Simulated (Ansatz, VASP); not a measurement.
**Ti: VASP beside Ansatz**

The input INCAR:

```
SYSTEM = Ti
PREC = Accurate
ENCUT = 520
EDIFF = 1E-7
ISMEAR = 0
SIGMA = 0.15
LREAL = .False.
LASPH = .True.
NELM = 100
ALGO = Normal
ISIF = 2
LWAVE = .False.
LCHARG = .False.
GGA = PE
NBANDS = 12
```

Contents of KPOINTS:

```
regular mesh
0
Gamma
  20 20 20
  0 0 0
```

Contents of POSCAR:

```
Ti
1.0
    0.0000000000      1.8676000000      2.0300000000
    1.8676000000      0.0000000000      2.0300000000
    1.8676000000      1.8676000000      0.0000000000
Ti
1
Direct
    0.0000000000      0.0000000000      0.0000000000
```

Input for Ansatz:

```yaml
crystal:
  lattice:
    - [0.0, 1.8676, 2.03]
    - [1.8676, 0.0, 2.03]
    - [1.8676, 1.8676, 0.0]
  atoms:
    - { symbol: Ti, position: [0.0, 0.0, 0.0] }
basis:
  ecutwfc: 420
kpoints:
  mp_grid: { grid: [20, 20, 20] }
hamiltonian:
  xc: pbe
scf:
  occupations: { method: gaussian, width: 0.15 }
output:
  forces: true
  stress: true
  eigenvalues: true
```

Change from the starting cell: strain -0.080 along x and y, +0.000 along z, atoms carried along.

Alike in both runs: task single point; functional PBE; k mesh 20 × 20 × 20; occupations gaussian, width 0.15 eV; no spin polarisation.

|  | VASP | Ansatz |
| --- | --- | --- |
| version | VASP 6.6.1 | Ansatz 0.2.0 |
| potentials or method | VASP PAW PBE potentials, release 64 (Ti_sv), cutoff 520 eV | scalar-relativistic, plane waves, PAW |
| valence electrons in the cell | 12 | 12 |

Ansatz gave:

| Item | Value |
| --- | --- |
| gap on the k mesh at the Fermi level (eV) | none |
| pressure (GPa) | 30.9 |
| traceless stress, the component that is largest in VASP (GPa) | -1.28 |

**Question.** Which values does VASP return?

**Answer.** gap on the k mesh at the Fermi level (eV): none; pressure (GPa): 30.2; traceless stress, the component that is largest in VASP (GPa): -1.35.

A gap of «none» marks a metal or a gap that the smearing closes. Both programs put the cell under a high pressure, so it lies far from rest at this level. With one functional, cell and mesh, what is left measures potentials, basis and numerics.
